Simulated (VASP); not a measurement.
# Co (P6_3/mmc) in VASP: further runs

Co is run at these levels: PBE; tasks: single point.

Program: VASP 6.6.1. These are calculated values, not measurements. Logs are shortened: lines on timing, memory, paths and dates and some standing lists are left out, and cuts for length are marked.

## (1) The cell of the first run

The structure is hexagonal, space group P6_3/mmc (No. 194). The conventional cell has a = 2.625 Å, b = 2.625 Å, c = 4.245 Å, α = 90.00°, β = 90.00°, γ = 120.00°. Within 3.4 Å of Co (site symmetry -6m2) lie 12 Co at 2.61 to 2.62 Å.

## (2) Single point, PBE, collinear spin, ferromagnetic start

Input file INCAR:

```
PREC = Accurate
ENCUT = 520
EDIFF = 1E-6
ISMEAR = 0
SIGMA = 0.15
LREAL = False
LASPH = True
NELM = 150
ALGO = Normal
ISIF = 2
LWAVE = False
LCHARG = False
ISPIN = 2
MAGMOM = 1.65 1.65
LORBIT = 11
NUPDOWN = 3.3
LMAXMIX = 4
GGA = PE
NBANDS = 20
```

Input file KPOINTS:

```
regular mesh
0
Gamma
  24 24 12
```

Input file POSCAR:

```
Co
1.0
    2.6247115852      0.0000000000      0.0000000000
   -1.3123557926      2.2730669104      0.0000000000
    0.0000000000      0.0000000000      4.2449521042
Co
2
Direct
    0.6666666667      0.3333333333      0.2500000000
    0.3333333333      0.6666666667      0.7500000000
```

Potentials or basis: VASP PAW PBE potentials, release 64 (Co).

Launch:

```
> cat potpaw_PBE.64/Co/POTCAR > POTCAR
> mpirun -np 1 vasp_std > vasp.out
```

OUTCAR:

```text
PREC = Accurate
   ENCUT = 520
   EDIFF = 1E-6
   ISMEAR = 0
   LREAL = False
   LASPH = True
   NELM = 150
   ISIF = 2
   ISPIN = 2
   LORBIT = 11
   NUPDOWN = 3.3
   GGA = PE

 ion  position               nearest neighbor table
   1  0.667  0.333  0.250-   2 2.61   2 2.61   2 2.61   2 2.61   2 2.61   2 2.61
   2  0.333  0.667  0.750-   1 2.61   1 2.61   1 2.61   1 2.61   1 2.61   1 2.61

  LATTYP: Found a hexagonal cell.
 ALAT       =     2.6247115852
 C/A-ratio  =     1.6173023079

  Lattice vectors:

 A1 = (   2.6247115852,   0.0000000000,   0.0000000000)
 A2 = (  -1.3123557926,   2.2730669104,   0.0000000000)
 A3 = (   0.0000000000,   0.0000000000,   4.2449521042)

Analysis of symmetry for initial positions (statically):
=====================================================================
 Subroutine PRICEL returns:
 Original cell was already a primitive cell.

 Routine SETGRP: Setting up the symmetry group for a
 hexagonal supercell.

 Subroutine GETGRP returns: Found 24 space group operations
 (whereof 12 operations were pure point group operations)
 out of a pool of 24 trial point group operations.

The static configuration has the point symmetry D_3d.
 The point group associated with its full space group is D_6h.

Analysis of symmetry for dynamics (positions and initial velocities):
=====================================================================
 Subroutine PRICEL returns:
 Original cell was already a primitive cell.

 Routine SETGRP: Setting up the symmetry group for a
 hexagonal supercell.

 Subroutine GETGRP returns: Found 24 space group operations
 (whereof 12 operations were pure point group operations)
 out of a pool of 24 trial point group operations.

The dynamic configuration has the point symmetry D_3d.
 The point group associated with its full space group is D_6h.

Analysis of structural, dynamic, and magnetic symmetry:
=====================================================================
 Subroutine PRICEL returns:
 Original cell was already a primitive cell.

 Routine SETGRP: Setting up the symmetry group for a
 hexagonal supercell.

 Subroutine GETGRP returns: Found 24 space group operations
 (whereof 12 operations were pure point group operations)
 out of a pool of 24 trial point group operations.

The overall configuration has the point symmetry D_3d.
 The point group associated with its full space group is D_6h.

 Subroutine INISYM returns: Found 24 space group operations
 (whereof 12 operations are pure point group operations),
 and found     1 'primitive' translations

----------------------------------------------------------------------------------------

                                     Primitive cell

  volume of cell :      25.3260

  direct lattice vectors                    reciprocal lattice vectors
     2.624711585  0.000000000  0.000000000     0.380994242  0.219967128  0.000000000
    -1.312355793  2.273066910  0.000000000     0.000000000  0.439934256  0.000000000
     0.000000000  0.000000000  4.244952104     0.000000000  0.000000000  0.235573918

  length of vectors
     2.624711585  2.624711585  4.244952104     0.439934256  0.439934256  0.235573918

  position of ions in fractional coordinates (direct lattice)
     0.666666667  0.333333333  0.250000000
     0.333333333  0.666666667  0.750000000

  ion indices of the primitive-cell ions
   primitive index   ion index
                 1           1
                 2           2

----------------------------------------------------------------------------------------

 KPOINTS: regular mesh

Automatic generation of k-mesh.
 Grid dimensions read from file:
 generate k-points for:   24   24   12

 Generating k-lattice:

  Cartesian coordinates                     Fractional coordinates (reciprocal lattice)
     0.015874760  0.009165297  0.000000000     0.041666667  0.000000000  0.000000000
     0.000000000  0.018330594  0.000000000     0.000000000  0.041666667  0.000000000
     0.000000000  0.000000000  0.019631160     0.000000000  0.000000000  0.083333333

  Length of vectors
     0.018330594  0.018330594  0.019631160

  Shift w.r.t. Gamma in fractional coordinates (k-lattice)
     0.000000000  0.000000000  0.000000000

 Subroutine IBZKPT returns following result:
 ===========================================

 Found    427 irreducible k-points:

 Following reciprocal coordinates:
            Coordinates               Weight
  0.000000  0.000000  0.000000      1.000000
  0.041667  0.000000  0.000000      6.000000
  0.083333  0.000000  0.000000      6.000000
  0.125000  0.000000  0.000000      6.000000
  0.166667  0.000000  0.000000      6.000000
  0.208333  0.000000  0.000000      6.000000
[... 16 lines left out ...]
  0.416667  0.041667  0.000000     12.000000
  0.458333  0.041667  0.000000     12.000000
 [... further k-points ...]
   k-points           NKPTS =    427   k-points in BZ     NKDIM =    427   number of bands    NBANDS=     20
   number of dos      NEDOS =    301   number of ions     NIONS =      2
   total plane-waves  NPLWV =  12800
   dimension x,y,z NGX =    20 NGY =   20 NGZ =   32
   dimension x,y,z NGXF=    40 NGYF=   40 NGZF=   64
   ions per type =               2
   NGX,Y,Z   is equivalent  to a cutoff of  12.67, 12.67, 12.53 a.u.
   NGXF,Y,Z  is equivalent  to a cutoff of  25.34, 25.34, 25.06 a.u.
 SYSTEM =  unknown system
   PREC   = accura    normal or accurate (medium, high low for compatibility)
   ISTART =      0    job   : 0-new  1-cont  2-samecut
   ICHARG =      2    charge: 1-file 2-atom 10-const
   ISPIN  =      2    spin polarized calculation?
   LNONCOLLINEAR =      F non collinear calculations
   LSORBIT =      F    spin-orbit coupling
   LASPH  =      T    aspherical Exc in radial PAW
   ENCUT  =  520.0 eV  38.22 Ry    6.18 a.u.   4.88  4.88  7.89*2*pi/ulx,y,z
   NELM   =    150;   NELMIN=  2; NELMDL= -5     # of ELM steps
   EDIFF  = 0.1E-05   stopping-criterion for ELM
   LREAL  =      F    real-space projection
   EDIFFG = 0.1E-04   stopping-criterion for IOM
   NSW    =      0    number of steps for IOM
   IBRION =     -1    ionic relax: 0-MD 1-quasi-New 2-CG
   NFREE  =      0    steps in history (QN), initial steepest desc. (CG)
   ISIF   =      2    stress and relaxation
   ISYM   =      2    0-nonsym 1-usesym 2-fastsym
   POTIM  = 0.5000    time-step for ionic-motion
   TEBEG  =    0.0;   TEEND  =   0.0 temperature during run
   PSTRESS=    0.0 pullay stress
   NELECT =      18.0000    total number of electrons
   NUPDOWN=       3.3000    fix difference up-down
   EMIN   =  10.00;   EMAX   =-10.00  energy-range for DOS
   EFERMI =   0.00;   METHOD = LEGACY
   ISMEAR =     0;   SIGMA  =   0.15  broadening in eV -4-tet -1-fermi 0-gaus
   EFERMI_NEDOS =   21; number of points for ismear=-14 and -15
   IALGO  =     38    algorithm
   IMIX   =      4    mixing-type and parameters
     AMIX     =   0.40;   BMIX     =  1.00
     AMIX_MAG =   1.60;   BMIX_MAG =  1.00
  volume/ion in A,a.u.               =      12.66        85.45
  Fermi-wavevector in a.u.,A,eV,Ry     =   1.460977  2.760847 29.041018  2.134455
  Thomas-Fermi vector in A             =   2.577363
   LORBIT       =     11    0 simple, 1 ext, 2 COOP (PROOUT), +10 PAW based schemes
   GGA     = PE    functional components
   LHFCALC =     F    Hartree Fock is set to
   AEXX    =    0.0000 exact exchange contribution
   IVDW    =     0    specifies the selected vdW correction
   LEPSILON=     F    determine dielectric tensor
   LRPA    =     F    only Hartree local field effects (RPA)
 spin polarized calculation
 Gauss-broadening in eV      SIGMA  =   0.15
  energy-cutoff  :      520.00
  volume of cell :       25.33
 maximum number of plane-waves:       705
 NGX is ok and might be reduce to    20
   NGX =  9   NGY =  9   NGZ = 15

 number of electron      17.9999985 magnetization       3.2999996

 Free energy of the ion-electron system (eV)
  ---------------------------------------------------
  ext. energy  EPLUGINS =         0.00000000
  ---------------------------------------------------
  free energy    TOTEN  =       -13.77190515 eV

  energy without entropy =      -13.74825356  energy(sigma->0) =      -13.76007936

 E-fermi :   8.2668     XC(G=0): -12.5194

 val. band max:        8.2666123781   @ k =   0.2083   0.1250   0.0833
 cond. band min:       8.1199053054   @ k =   0.2083   0.0833   0.4167
 fundamental gap:     -0.1467070728
 Fermi energy:         8.1080357583

 spin component 1

 k-point     1 :       0.0000    0.0000    0.0000
  band No.  band energies     occupation
      1       0.2196      1.00000
      2       3.7769      1.00000
      3       5.8237      1.00000
      4       5.8414      1.00000
      5       5.8414      1.00000
      6       6.0801      1.00000
[... 12 lines left out ...]
     19      31.5811      0.00000
     20      31.9935      0.00000

 k-point     2 :       0.0417    0.0000    0.0000
  band No.  band energies     occupation
      1       0.2740      1.00000
      2       3.8086      1.00000
      3       5.7515      1.00000
      4       5.8639      1.00000
      5       5.9081      1.00000
      6       6.0691      1.00000
[... 12 lines left out ...]
     19      32.3593      0.00000
     20      32.8346      0.00000

 k-point     3 :       0.0833    0.0000    0.0000
  band No.  band energies     occupation
      1       0.4361      1.00000
      2       3.8999      1.00000
      3       5.6598      1.00000
      4       5.9306      1.00000
      5       5.9786      1.00000
      6       6.0458      1.00000
[... 12 lines left out ...]
     19      33.4968      0.00000
     20      33.6523      0.00000

 k-point     4 :       0.1250    0.0000    0.0000
  band No.  band energies     occupation
      1       0.7023      1.00000
      2       4.0394      1.00000
      3       5.5572      1.00000
      4       5.9685      1.00000
      5       6.0236      1.00000
      6       6.0383      1.00000
[... 429 lines left out ...]
 k-point    23 :       0.4167    0.0417    0.0000
  band No.  band energies     occupation
      1       3.9731      1.00000
      2       4.2421      1.00000
      3       4.4419      1.00000
      4       5.7191      1.00000
      5       5.8080      1.00000
      6       5.9255      1.00000
[... 12 lines left out ...]
     19      28.7916      0.00000
     20      30.2306      0.00000

 k-point    24 :       0.4583    0.0417    0.0000
  band No.  band energies     occupation
      1       4.0887      1.00000
      2       4.1850      1.00000
      3       4.4012      1.00000
      4       5.7041      1.00000
      5       5.9048      1.00000
      6       5.9207      1.00000
[... 12 lines left out ...]
     19      28.6778      0.00000
     20      30.0711      0.00000

 [... further k-points ...]

 spin component 2

 k-point     1 :       0.0000    0.0000    0.0000
  band No.  band energies     occupation
      1       0.1593      1.00000
      2       4.7369      1.00000
      3       7.5009      1.00000
      4       7.5316      1.00000
      5       7.5316      1.00000
      6       7.8204      0.99999
[... 12 lines left out ...]
     19      31.8146      0.00000
     20      31.8146      0.00000

 k-point     2 :       0.0417    0.0000    0.0000
  band No.  band energies     occupation
      1       0.2138      1.00000
      2       4.7741      1.00000
      3       7.4177      1.00000
      4       7.5569      1.00000
      5       7.6051      1.00000
      6       7.8052      0.99999
[... 12 lines left out ...]
     19      32.6093      0.00000
     20      32.9850      0.00000

 k-point     3 :       0.0833    0.0000    0.0000
  band No.  band energies     occupation
      1       0.3764      1.00000
      2       4.8825      1.00000
      3       7.3033      1.00000
      4       7.5819      1.00000
      5       7.6319      1.00000
      6       7.6852      1.00000
[... 12 lines left out ...]
     19      33.3218      0.00000
     20      33.9024      0.00000

 k-point     4 :       0.1250    0.0000    0.0000
  band No.  band energies     occupation
      1       0.6442      1.00000
      2       5.0514      1.00000
      3       7.1695      1.00000
      4       7.2167      1.00000
      5       7.6688      1.00000
      6       7.7533      1.00000
[... 429 lines left out ...]
 k-point    23 :       0.4167    0.0417    0.0000
  band No.  band energies     occupation
      1       4.6440      1.00000
      2       5.5261      1.00000
      3       5.7305      1.00000
      4       6.6213      1.00000
      5       7.4128      1.00000
      6       7.4960      1.00000
[... 12 lines left out ...]
     19      28.6096      0.00000
     20      30.5062      0.00000

 k-point    24 :       0.4583    0.0417    0.0000
  band No.  band energies     occupation
      1       4.9330      1.00000
      2       5.4400      1.00000
      3       5.6966      1.00000
      4       6.6425      1.00000
      5       7.4021      1.00000
      6       7.4620      1.00000
[... 12 lines left out ...]
     19      28.5030      0.00000
     20      30.3407      0.00000

 [... further k-points ...]
[... 5 lines left out ...]
  --------------------------------------------------------------------------------------
  -------------------------------------------------------------------------------------
  Total       -3.6997168     -3.6997168     -3.7117111      0.0000000      0.0000000      0.0000000
  in kB     -234.0520545   -234.0520545   -234.8108429      0.0000000      0.0000000      0.0000000
  external PRESSURE =    -234.3049839 kB  Pullay stress =       0.0000000 kB

 VOLUME and BASIS-vectors are now :
 -----------------------------------------------------------------------------
  energy-cutoff  :      520.00
  volume of cell :       25.33
      direct lattice vectors                 reciprocal lattice vectors
     2.624711585  0.000000000  0.000000000     0.380994242  0.219967128  0.000000000
    -1.312355793  2.273066910  0.000000000     0.000000000  0.439934256  0.000000000
     0.000000000  0.000000000  4.244952104     0.000000000  0.000000000  0.235573918

 POSITION                                       TOTAL-FORCE (eV/Angst)
 -----------------------------------------------------------------------------------
      1.31236      0.75769      1.06124         0.000000     -0.000000      0.000000
     -0.00000      1.51538      3.18371        -0.000000      0.000000     -0.000000
 -----------------------------------------------------------------------------------
    total drift:                               -0.000000      0.000000     -0.000000

  FREE ENERGIE OF THE ION-ELECTRON SYSTEM (eV)
  ---------------------------------------------------
  free  energy   TOTEN  =       -13.7719051541 eV

  energy  without entropy=      -13.7482535629  energy(sigma->0) =      -13.76007936

 total charge

# of ion       s       p       d       tot
------------------------------------------
    1        0.428   0.399   7.187   8.015
    2        0.428   0.399   7.187   8.015
--------------------------------------------------
tot          0.857   0.799  14.374  16.030

 magnetization (x)

# of ion       s       p       d       tot
------------------------------------------
    1       -0.015  -0.054   1.775   1.705
    2       -0.015  -0.054   1.775   1.705
--------------------------------------------------
tot         -0.031  -0.109   3.549   3.410
```

It took 2.4 min on 1 thread of Intel Xeon 6975P-C (Granite Rapids), shared host; peak memory 0.38 GiB.

Results:

* Free energy: -13.7719 eV
* Pressure: -23.4 GPa
* Net moment: 3.30 μB per cell
* Site moments: Co +1.71 μB
* Valence electrons inside the program's atomic spheres: Co 8.02

Stress tensor (GPa, compression positive):
```
-23.41   0.00   0.00
  0.00 -23.41   0.00
  0.00   0.00 -23.48
```

Caveat: the total moment is fixed, so each spin has its own Fermi level.

## (3) Single point, PBE, collinear spin, ferromagnetic start

This run uses another cell than the first one, of 11.76 Å³/atom, 0.929 times its volume.

Input file INCAR:

```
SYSTEM = Co
PREC     = Accurate       ! precision mode
ENCUT    = 520            ! plane-wave cutoff, eV
EDIFF    = 1E-6           ! SCF threshold, eV
ISMEAR   = 0              ! smearing method
SIGMA    = 0.15           ! smearing width, eV
LREAL    = .False.        ! projectors in reciprocal space
LASPH    = .True.         ! aspherical terms in the spheres
NELM     = 150            ! most SCF steps
ALGO     = Fast           ! electronic algorithm
ISIF     = 2              ! what is computed and relaxed
LWAVE    = .False.        ! write WAVECAR
LCHARG   = .True.         ! write CHGCAR
ISPIN    = 2              ! spin polarisation
MAGMOM   = 1.1 1.1        ! initial moments
LORBIT   = 11             ! projections on sites
NUPDOWN  = 2.2            ! fixed moment
LMAXMIX  = 4              ! l up to which the mixer works
GGA      = PE             ! functional
LELF     = .True.         ! ELF
LVHAR    = .True.       
NBANDS   = 20             ! bands
```

Input file KPOINTS:

```
regular mesh
0
Gamma
  24 24 12
  0 0 0
```

Input file POSCAR:

```
Co
1.0
    2.5607048027      0.0000000000      0.0000000000
   -1.2803524014      2.2176354108      0.0000000000
    0.0000000000      0.0000000000      4.1414337872
Co
2
Direct
    0.6666666667      0.3333333333      0.2500000000
    0.3333333333      0.6666666667      0.7500000000
```

Potentials or basis: VASP PAW PBE potentials, release 64 (Co).

Launch:

```
> cat potpaw_PBE.64/Co/POTCAR > POTCAR
> mpirun -np 1 vasp_std > vasp.out
```

It took 3.2 min on 1 thread of Intel Xeon 6975P-C (Granite Rapids), shared host; peak memory 0.37 GiB.

It converged, with:

* Free energy: -13.7438 eV
* Pressure: -20.0 GPa
* Net moment: 2.20 μB per cell
* Site moments: Co +1.14 μB
* Valence electrons inside the program's atomic spheres: Co 8.13

Stress tensor (GPa, compression positive):
```
-19.46   0.00   0.00
  0.00 -19.46   0.00
  0.00   0.00 -21.07
```

Caveat: the total moment is fixed, so each spin has its own Fermi level.

## (4) Single point, PBE, collinear spin, ferromagnetic start

This run uses another cell than the first one, of 11.76 Å³/atom, 0.929 times its volume.

Input file INCAR:

```
SYSTEM = Co
PREC = Accurate
ENCUT = 520
EDIFF = 1E-6
ISMEAR = 0
SIGMA = 0.15
LREAL = .FALSE.
LASPH = .TRUE.
NELM = 150
ALGO = Normal
ISIF = 2
LWAVE = .FALSE.
LCHARG = .FALSE.
ISPIN = 2
MAGMOM = 2.2 2.2
LORBIT = 11
NUPDOWN = 4.4
LMAXMIX = 4
GGA = PE
NBANDS = 20
```

Input file KPOINTS:

```
Automatic mesh
0
G
  24 24 12
  0 0 0
```

POSCAR is that of step 3.

Launch:

```
> cat potpaw_PBE.64/Co/POTCAR > POTCAR
> mpirun -np 1 vasp_std > vasp.out
```

It took 2.7 min on 1 thread of Intel Xeon 6975P-C (Granite Rapids), shared host; peak memory 0.36 GiB.

It converged, with:

```
Free energy                                           : -13.5133 eV
Pressure                                              : -4.4 GPa
Net moment                                            : 4.40 μB per cell
Site moments                                          : Co +2.17 μB
Valence electrons inside the program's atomic spheres : Co 8.11
```

Stress tensor (GPa, compression positive):
```
-5.63  0.00  0.00
 0.00 -5.63  0.00
 0.00  0.00 -1.88
```

Caveat: the total moment is fixed, so each spin has its own Fermi level.

## (5) The runs side by side

| fixed moment (μB) | cell | pressure (GPa) | moment (μB) |
| --- | --- | --- | --- |
| 3.3 | a = 2.625, b = 2.625, c = 4.245 Å, angles 90.0, 90.0, 120.0°, 2 atoms | -23.4 | 3.30 |
| 2.2 | a = 2.561, b = 2.561, c = 4.141 Å, angles 90.0, 90.0, 120.0°, 2 atoms | -20.0 | 2.20 |
| 4.4 | a = 2.561, b = 2.561, c = 4.141 Å, angles 90.0, 90.0, 120.0°, 2 atoms | -4.4 | 4.40 |

Alike in all rows: task single point; level PBE; potentials or basis VASP PAW PBE potentials, release 64 (Co); spin collinear, ferromagnetic start; k mesh 24 × 24 × 12; cutoff (eV) 520; smearing gaussian 0.15 eV.

Caveats: the total moment is fixed, so each spin has its own Fermi level.

Total energies depend on the potentials used, so only differences within one code and one set of settings carry meaning.
